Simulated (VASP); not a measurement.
# HoSi2O (P4/mmm) in VASP: a series of runs

Runs on HoSi2O. Level: PBE. Tasks: single point, relaxation of cell and atoms.

Everything below comes from runs of VASP 6.6.1. Logs are shortened: lines on timing, memory, paths and dates and some standing lists are left out, and cuts for length are marked.

### Step 1. The cell of the first run

The structure is tetragonal, space group P4/mmm (No. 123). The conventional cell has a = 4.117 Å, b = 4.117 Å, c = 4.598 Å, α = 90.00°, β = 90.00°, γ = 90.00°. Within 3.1 Å of Ho (site symmetry 4/mmm) lie 2 O at 2.30 Å and 8 Si at 3.09 Å. Si (site symmetry mmm) has 2 O at 2.06 Å within 2.7 Å. Within 2.7 Å of O (site symmetry 4/mmm) lie 4 Si at 2.06 Å and 2 Ho at 2.30 Å.

The cell was built from a structure type or drawn by symmetry, and may not be a known phase.

### Step 2. Single point, PBE

Input file INCAR:

```
SYSTEM = HoSi2O
ALGO = Normal
EDIFF = 1E-6
ENCUT = 600
GGA = PE
GGA_COMPAT = .FALSE.
ISIF = 2
ISMEAR = 0
LASPH = .TRUE.
LCHARG = .FALSE.
LMAXMIX = 6
LREAL = .FALSE.
LWAVE = .FALSE.
NBANDS = 20
NELM = 200
PREC = Accurate
SIGMA = 0.1
```

Input file KPOINTS:

```
k-points
0
G
  4 4 4
  0 0 0
```

Input file POSCAR:

```
HoSi2O
1.0
    4.1167182278      0.0000000000      0.0000000000
    0.0000000000      4.1167182278      0.0000000000
    0.0000000000      0.0000000000      4.5983095671
Ho Si O
1 2 1
Direct
    0.0000000000      0.0000000000      0.9806201287
    0.5000000000      0.0000000000      0.4806313025
    0.0000000000      0.5000000000      0.4806313025
    0.0000000000      0.0000000000      0.4806315663
```

Potentials or basis: VASP PAW PBE potentials, release 64 (Ho_3, Si, O), 4f in core.

The run is started by

```console
cat potpaw_PBE.64/Ho_3/POTCAR potpaw_PBE.64/Si/POTCAR potpaw_PBE.64/O/POTCAR > POTCAR
mpirun -np 1 vasp_std > vasp.out
```

OUTCAR:

```text
SYSTEM = HoSi2O
   EDIFF = 1E-6
   ENCUT = 600
   GGA = PE
   ISIF = 2
   ISMEAR = 0
   LASPH = .TRUE.
   LREAL = .FALSE.
   NELM = 200
   PREC = Accurate

 ion  position               nearest neighbor table
   1  0.000  0.000  0.981-   4 2.30   4 2.30   3 3.09   2 3.09   3 3.09   2 3.09   3 3.09   2 3.09
                             2 3.09   3 3.09
   2  0.500  0.000  0.481-   4 2.06   4 2.06   3 2.91   3 2.91   3 2.91   3 2.91   1 3.09   1 3.09
                             1 3.09   1 3.09
   3  0.000  0.500  0.481-   4 2.06   4 2.06   2 2.91   2 2.91   2 2.91   2 2.91   1 3.09   1 3.09
                             1 3.09   1 3.09
   4  0.000  0.000  0.481-   2 2.06   3 2.06   3 2.06   2 2.06   1 2.30   1 2.30

  LATTYP: Found a simple tetragonal cell.
 ALAT       =     4.1167182278
 C/A-ratio  =     1.1169842852

  Lattice vectors:

 A1 = (   4.1167182278,   0.0000000000,   0.0000000000)
 A2 = (   0.0000000000,   4.1167182278,   0.0000000000)
 A3 = (   0.0000000000,   0.0000000000,   4.5983095671)

Analysis of symmetry for initial positions (statically):
=====================================================================
 Subroutine PRICEL returns:
 Original cell was already a primitive cell.

 Routine SETGRP: Setting up the symmetry group for a
 simple tetragonal supercell.

 Subroutine GETGRP returns: Found  8 space group operations
 (whereof  8 operations were pure point group operations)
 out of a pool of 16 trial point group operations.

The static configuration has the point symmetry C_4v.

Analysis of symmetry for dynamics (positions and initial velocities):
=====================================================================
 Subroutine PRICEL returns:
 Original cell was already a primitive cell.

 Routine SETGRP: Setting up the symmetry group for a
 simple tetragonal supercell.

 Subroutine GETGRP returns: Found  8 space group operations
 (whereof  8 operations were pure point group operations)
 out of a pool of 16 trial point group operations.

The dynamic configuration has the point symmetry C_4v.

 Subroutine INISYM returns: Found  8 space group operations
 (whereof  8 operations are pure point group operations),
 and found     1 'primitive' translations

----------------------------------------------------------------------------------------

[... 87 lines left out ...]
   ENCUT  =  600.0 eV  44.10 Ry    6.64 a.u.   8.22  8.22  9.18*2*pi/ulx,y,z
   NELM   =    200;   NELMIN=  2; NELMDL= -5     # of ELM steps
   EDIFF  = 0.1E-05   stopping-criterion for ELM
   LREAL  =      F    real-space projection
   EDIFFG = 0.1E-04   stopping-criterion for IOM
   NSW    =      0    number of steps for IOM
   IBRION =     -1    ionic relax: 0-MD 1-quasi-New 2-CG
   NFREE  =      0    steps in history (QN), initial steepest desc. (CG)
   ISIF   =      2    stress and relaxation
   ISYM   =      2    0-nonsym 1-usesym 2-fastsym
   POTIM  = 0.5000    time-step for ionic-motion
   TEBEG  =    0.0;   TEEND  =   0.0 temperature during run
   PSTRESS=    0.0 pullay stress
   NELECT =      23.0000    total number of electrons
   NUPDOWN=      -1.0000    fix difference up-down
   EMIN   =  10.00;   EMAX   =-10.00  energy-range for DOS
   EFERMI =   0.00;   METHOD = LEGACY
   ISMEAR =     0;   SIGMA  =   0.10  broadening in eV -4-tet -1-fermi 0-gaus
   EFERMI_NEDOS =   21; number of points for ismear=-14 and -15
   IALGO  =     38    algorithm
   IMIX   =      4    mixing-type and parameters
     AMIX     =   0.40;   BMIX     =  1.00
     AMIX_MAG =   1.60;   BMIX_MAG =  1.00
  volume/ion in A,a.u.               =      19.48       131.47
  Fermi-wavevector in a.u.,A,eV,Ry     =   1.089977  2.059758 16.164396  1.188050
  Thomas-Fermi vector in A             =   2.226192
   LORBIT       =      0    0 simple, 1 ext, 2 COOP (PROOUT), +10 PAW based schemes
   GGA     = PE    functional components
   LHFCALC =     F    Hartree Fock is set to
   AEXX    =    0.0000 exact exchange contribution
   IVDW    =     0    specifies the selected vdW correction
   LEPSILON=     F    determine dielectric tensor
   LRPA    =     F    only Hartree local field effects (RPA)
 non-spin polarized calculation
 Gauss-broadening in eV      SIGMA  =   0.10
  energy-cutoff  :      600.00
  volume of cell :       77.93
 maximum number of plane-waves:      2656
 NGX is ok and might be reduce to    36
   NGX = 17   NGY = 17   NGZ = 19

 number of electron      23.0000000 magnetization

 Free energy of the ion-electron system (eV)
  ---------------------------------------------------
  ext. energy  EPLUGINS =         0.00000000
  ---------------------------------------------------
  free energy    TOTEN  =       -22.44893052 eV

  energy without entropy =      -22.44437703  energy(sigma->0) =      -22.44665378

 E-fermi :   4.6922     XC(G=0):  -9.8127

 val. band max:        4.6704341418   @ k =   0.0000   0.0000   0.0000
 cond. band min:       4.7134724053   @ k =   0.5000   0.5000   0.5000
 fundamental gap:      0.0430382635
 Fermi energy:         4.6921611214

 k-point     1 :       0.0000    0.0000    0.0000
  band No.  band energies     occupation
      1     -19.5522      2.00000
      2     -19.3752      2.00000
      3     -19.3752      2.00000
      4     -16.4707      2.00000
      5      -3.2186      2.00000
      6      -3.2186      2.00000
[... 403 lines left out ...]
     19      10.5164      0.00000
     20      12.3114      0.00000

------------------------ aborting loop because EDIFF is reached ----------------------------------------

  FORCE on cell =-STRESS in cart. coord.  units (eV):
  Direction    XX          YY          ZZ          XY          YZ          ZX
  --------------------------------------------------------------------------------------
  -------------------------------------------------------------------------------------
  Total        0.0588333      0.0588333      0.2860107      0.0000000     -0.0000000      0.0000000
  in kB        1.2095756      1.2095756      5.8802038      0.0000000     -0.0000000      0.0000000
  external PRESSURE =       2.7664516 kB  Pullay stress =       0.0000000 kB

 VOLUME and BASIS-vectors are now :
 -----------------------------------------------------------------------------
  energy-cutoff  :      600.00
  volume of cell :       77.93
      direct lattice vectors                 reciprocal lattice vectors
     4.116718228  0.000000000  0.000000000     0.242911937  0.000000000  0.000000000
     0.000000000  4.116718228  0.000000000     0.000000000  0.242911937  0.000000000
     0.000000000  0.000000000  4.598309567     0.000000000  0.000000000  0.217471222

 POSITION                                       TOTAL-FORCE (eV/Angst)
 -----------------------------------------------------------------------------------
      0.00000      0.00000      4.50919         0.000000      0.000000      0.000749
      2.05836      0.00000      2.21009         0.000000      0.000000     -0.000222
      0.00000      2.05836      2.21009         0.000000     -0.000000     -0.000222
      0.00000      0.00000      2.21009         0.000000      0.000000     -0.000304
 -----------------------------------------------------------------------------------
    total drift:                                0.000000     -0.000000      0.000142

  FREE ENERGIE OF THE ION-ELECTRON SYSTEM (eV)
  ---------------------------------------------------
  free  energy   TOTEN  =       -22.4489305189 eV

  energy  without entropy=      -22.4443770331  energy(sigma->0) =      -22.44665378
```

It took 22 s on 1 thread of AMD EPYC 9R45 (Zen 5), shared host; peak memory 0.2 GiB.

What came out:

- Free energy: -22.4489 eV
- Pressure: 0.3 GPa
- Band gap on the k mesh: zero (an odd number of electrons rules out a gap without spin polarisation)

Stress tensor (GPa, compression positive):
```
0.12 0.00 0.00
0.00 0.12 0.00
0.00 0.00 0.59
```

Levels at points of the mesh, in eV from the Fermi level:
```tsv
k point	band 10	band 11	band 12	band 13	band 14	band 15
(0.00, 0.00, 0.00)	-0.02	0.45	1.65	1.65	1.68	1.68
(0.50, 0.00, 0.00)	-1.91	-0.32	1.26	1.69	1.71	1.98
(0.50, 0.50, 0.00)	-1.59	-1.50	-1.50	1.04	2.48	3.57
(0.00, 0.00, 0.50)	-3.13	-0.96	1.66	1.66	3.83	4.43
(0.50, 0.00, 0.50)	-1.88	-1.72	0.35	1.84	2.45	3.62
(0.50, 0.50, 0.50)	-1.30	-0.86	-0.86	0.02	1.89	4.17
```

Caveat: the k points lie up to 0.38 Å⁻¹ apart, too coarse for converged energies and pressures of a metal; spin-orbit coupling is left out, which moves the levels of the heavy elements; the 4f electrons are frozen in the core, so they carry no moment and show no levels; an odd number of electrons without spin polarisation forces a metal; a magnetic or distorted state may lie lower; the run has no spin polarisation, though such a crystal can be magnetic. With open d or f shells a metallic result of PBE can be an artefact of self-interaction; +U or a hybrid may open a gap.

### Step 3. Single point, PBE

This run uses another cell than the first one, of 19.68 Å³/atom.

Input file INCAR:

```
PREC = Accurate ; ENCUT = 600
EDIFF = 1E-6 ; ISMEAR = 0
SIGMA = 0.1 ; LREAL = False
LASPH = True ; NELM = 200
ALGO = Normal ; ISIF = 2
LWAVE = False ; LCHARG = True
GGA = PE ; LELF = True
LVHAR = True ; NBANDS = 20
GGA_COMPAT = False ; LMAXMIX = 6
```

Input file KPOINTS:

```
Automatic mesh
0
Gamma
  12 12 10
```

Input file POSCAR:

```
HoSi2O
1.0
    4.1455152914      0.0000000000      0.0000000000
    0.0000000000      4.1455152914      0.0000000000
    0.0000000000      0.0000000000      4.5796618968
Ho Si O
1 2 1
Direct
    0.0000000000      0.0000000000      0.5000000000
    0.5000000000      0.0000000000      0.0000000000
    0.0000000000      0.5000000000      0.0000000000
    0.0000000000      0.0000000000      0.0000000000
```

Potentials or basis: VASP PAW PBE potentials, release 64 (Ho_3, Si, O), 4f in core.

The run is started by

```console
cat potpaw_PBE.64/Ho_3/POTCAR potpaw_PBE.64/Si/POTCAR potpaw_PBE.64/O/POTCAR > POTCAR
mpirun -np 1 vasp_std > vasp.out
```

It took 2.6 min on 1 thread of AMD EPYC 9R45 (Zen 5), shared host; peak memory 0.44 GiB.

Results (log left out):

- Free energy: -22.3906 eV
- Pressure: 0.2 GPa
- Band gap on the k mesh: zero (an odd number of electrons rules out a gap without spin polarisation)

Stress tensor (GPa, compression positive):
```
0.03 0.00 0.00
0.00 0.03 0.00
0.00 0.00 0.53
```

Levels at points of the mesh, in eV from the Fermi level:
```csv
k point,band 10,band 11,band 12,band 13,band 14,band 15
"(0.00, 0.00, 0.00)",0.14,0.65,1.77,1.77,1.77,1.77
"(0.50, 0.00, 0.00)",-1.73,-0.16,1.38,1.80,1.82,2.06
"(0.50, 0.50, 0.00)",-1.50,-1.34,-1.34,1.07,2.66,3.56
"(0.00, 0.00, 0.50)",-3.01,-0.87,1.79,1.79,3.87,4.54
"(0.50, 0.00, 0.50)",-1.79,-1.57,0.53,1.96,2.53,3.72
"(0.50, 0.50, 0.50)",-1.19,-0.74,-0.74,0.18,1.93,4.13
```

Caveat: spin-orbit coupling is left out, which moves the levels of the heavy elements; the 4f electrons are frozen in the core, so they carry no moment and show no levels; an odd number of electrons without spin polarisation forces a metal; a magnetic or distorted state may lie lower; the run has no spin polarisation, though such a crystal can be magnetic.

### Step 4. Single point, PBE

This run uses another cell than the first one, of 19.68 Å³/atom.

Input file INCAR:

```
SYSTEM = HoSi2O
PREC = Accurate
ENCUT = 600
EDIFF = 1E-6
ISMEAR = 0
SIGMA = 0.1
LREAL = .FALSE.
LASPH = .TRUE.
NELM = 200
ALGO = Normal
ISIF = 2
LWAVE = .FALSE.
LCHARG = .TRUE.
GGA = PE
LELF = .TRUE.
LVHAR = .TRUE.
NBANDS = 20
GGA_COMPAT = .FALSE.
LMAXMIX = 6
```

Input file KPOINTS:

```
Automatic mesh
0
G
  12 12 10
  0 0 0
```

POSCAR is that of step 3.

The run is started by

```console
cat potpaw_PBE.64/Ho_3/POTCAR potpaw_PBE.64/Si/POTCAR potpaw_PBE.64/O/POTCAR > POTCAR
mpirun -np 1 vasp_std > vasp.out
```

Wall time 2.6 min (1 thread of AMD EPYC 9R45 (Zen 5), shared host); peak memory 0.44 GiB.

Results (log left out):

```yaml
Free_energy: -22.3906 eV
Pressure: 0.2 GPa
Band_gap_on_the_k_mesh: zero (an odd number of electrons rules out a gap without spin polarisation)
```

Stress tensor (GPa, compression positive):
```
0.03 0.00 0.00
0.00 0.03 0.00
0.00 0.00 0.53
```

Levels at points of the mesh, in eV from the Fermi level:
| k point | band 8 | band 9 | band 10 | band 11 | band 12 | band 13 | band 14 | band 15 | band 16 | band 17 |
| --- | --- | --- | --- | --- | --- | --- | --- | --- | --- | --- |
| (0.00, 0.00, 0.00) | -5.32 | -4.19 | 0.14 | 0.65 | 1.77 | 1.77 | 1.77 | 1.77 | 2.63 | 2.85 |
| (0.50, 0.00, 0.00) | -5.10 | -2.50 | -1.73 | -0.16 | 1.38 | 1.80 | 1.82 | 2.06 | 2.88 | 4.31 |
| (0.50, 0.50, 0.00) | -3.91 | -1.50 | -1.50 | -1.34 | -1.34 | 1.07 | 2.66 | 3.56 | 5.15 | 5.34 |
| (0.00, 0.00, 0.50) | -7.07 | -3.50 | -3.01 | -0.87 | 1.79 | 1.79 | 3.87 | 4.54 | 4.54 | 5.49 |
| (0.50, 0.00, 0.50) | -5.25 | -2.12 | -1.79 | -1.57 | 0.53 | 1.96 | 2.53 | 3.72 | 3.96 | 4.11 |
| (0.50, 0.50, 0.50) | -3.40 | -1.19 | -1.19 | -0.74 | -0.74 | 0.18 | 1.93 | 4.13 | 4.29 | 4.46 |

Caveat: spin-orbit coupling is left out, which moves the levels of the heavy elements; the 4f electrons are frozen in the core, so they carry no moment and show no levels; an odd number of electrons without spin polarisation forces a metal; a magnetic or distorted state may lie lower; the run has no spin polarisation, though such a crystal can be magnetic. With open d or f shells a metallic result of PBE can be an artefact of self-interaction; +U or a hybrid may open a gap.

### Step 5. Relaxation of cell and atoms, PBE

Input file INCAR:

```
SYSTEM = HoSi2O
PREC = Accurate ; ENCUT = 600
EDIFF = 1E-7 ; ISMEAR = 0
SIGMA = 0.1 ; LREAL = .False.
LASPH = .True. ; NELM = 200
ALGO = Normal ; ISIF = 3
LWAVE = .False. ; LCHARG = .False.
GGA = PE ; IBRION = 2
NSW = 100 ; EDIFFG = -0.01
GGA_COMPAT = .False. ; NELMIN = 4
LMAXMIX = 6
```

Input file KPOINTS:

```
Automatic mesh
0
Gamma
  12 12 10
  0 0 0
```

Input file POSCAR:

```
HoSi2O
1.0
    4.1167182278      0.0000000000      0.0000000000
    0.0000000000      4.1167182278      0.0000000000
    0.0000000000      0.0000000000      4.5983095671
Ho Si O
1 2 1
Direct
    0.0000000000      0.0000000000      0.5000000000
    0.5000000000      0.0000000000      0.0000000000
    0.0000000000      0.5000000000      0.0000000000
    0.0000000000      0.0000000000      0.0000000000
```

The run is started by

```console
cat potpaw_PBE.64/Ho_3/POTCAR potpaw_PBE.64/Si/POTCAR potpaw_PBE.64/O/POTCAR > POTCAR
mpirun -np 1 vasp_std > vasp.out
```

Run time: 6.9 min. Hardware: 1 thread of AMD EPYC 9R45 (Zen 5), shared host; peak memory 0.41 GiB.

The run converged. Its results:

- Free energy: -22.3905 eV
- Relaxed volume: 19.71 Å³/atom
- Relaxed cell: a = 4.144 Å, b = 4.144 Å, c = 4.589 Å, α = 90.00°, β = 90.00°, γ = 90.00°
- Space group after relaxing (to 0.1 Å): P4/mmm (No. 123)
- Energy gained by relaxing: 0.8 meV/atom
- Ionic steps: 5
- Pressure after relaxing: 0.0 GPa
- Band gap on the k mesh: zero (an odd number of electrons rules out a gap without spin polarisation)

Step by step:
```tsv
step	energy change (eV)	largest force (eV/Å)	pressure (GPa)	volume (Å³)
1	0.0000	0.0000	0.65	77.93
2	-0.0032	0.0000	-0.07	78.83
3	-0.0032	0.0000	-0.14	78.91
4	-0.0033	0.0000	0.07	78.78
5	-0.0033	0.0000	-0.01	78.83
```

Final structure:
```cif
data_structure
_symmetry_space_group_name_H-M 'P 1'
_symmetry_Int_Tables_number 1
_cell_length_a 4.1445
_cell_length_b 4.1445
_cell_length_c 4.5893
_cell_angle_alpha 90.000
_cell_angle_beta 90.000
_cell_angle_gamma 90.000
_cell_volume 78.83
loop_
_atom_site_label
_atom_site_type_symbol
_atom_site_fract_x
_atom_site_fract_y
_atom_site_fract_z
_atom_site_occupancy
Ho1 Ho 0.00000 0.00000 0.50000 1
Si1 Si 0.50000 0.00000 0.00000 1
Si2 Si 0.00000 0.50000 0.00000 1
O1 O 0.00000 0.00000 0.00000 1
```

Levels at points of the mesh, in eV from the Fermi level:
```csv
k point,band 10,band 11,band 12,band 13,band 14,band 15
"(0.00, 0.00, 0.00)",0.13,0.62,1.77,1.77,1.78,1.78
"(0.50, 0.00, 0.00)",-1.73,-0.16,1.38,1.81,1.81,2.06
"(0.50, 0.50, 0.00)",-1.49,-1.34,-1.34,1.07,2.64,3.57
"(0.00, 0.00, 0.50)",-3.00,-0.86,1.79,1.79,3.86,4.52
"(0.50, 0.00, 0.50)",-1.78,-1.58,0.53,1.96,2.53,3.71
"(0.50, 0.50, 0.50)",-1.19,-0.74,-0.74,0.18,1.94,4.14
```

Caveat: spin-orbit coupling is left out, which moves the levels of the heavy elements; the 4f electrons are frozen in the core, so they carry no moment and show no levels; an odd number of electrons without spin polarisation forces a metal; a magnetic or distorted state may lie lower; the run has no spin polarisation, though such a crystal can be magnetic. Spin polarisation is off, so any magnetic state and its effect on volume and gap are missing.

### Step 6. The runs side by side

| task | cell | k mesh | gap on the mesh (eV) | pressure (GPa) |
| --- | --- | --- | --- | --- |
| single point | a = 4.117, b = 4.117, c = 4.598 Å, 4 atoms | 4 × 4 × 4 | none | 0.3 |
| single point | a = 4.146, b = 4.146, c = 4.580 Å, 4 atoms | 12 × 12 × 10 | none | 0.2 |
| relaxation of cell and atoms | relaxed from a = 4.117, b = 4.117, c = 4.598 Å, 4 atoms | 12 × 12 × 10 | none | 0.0 |

Alike in all rows: level PBE; potentials or basis VASP PAW PBE potentials, release 64 (Ho_3, Si, O), 4f in core; no spin polarisation; cutoff (eV) 600; smearing gaussian 0.1 eV.

Caveats: some runs use coarse meshes; spin-orbit coupling is left out, which moves the levels of the heavy elements; the 4f electrons are frozen in the core, so they carry no moment and show no levels; an odd number of electrons without spin polarisation forces a metal; a magnetic or distorted state may lie lower; the run has no spin polarisation, though such a crystal can be magnetic.

Total energies depend on the potentials used, so only differences within one code and one set of settings carry meaning.
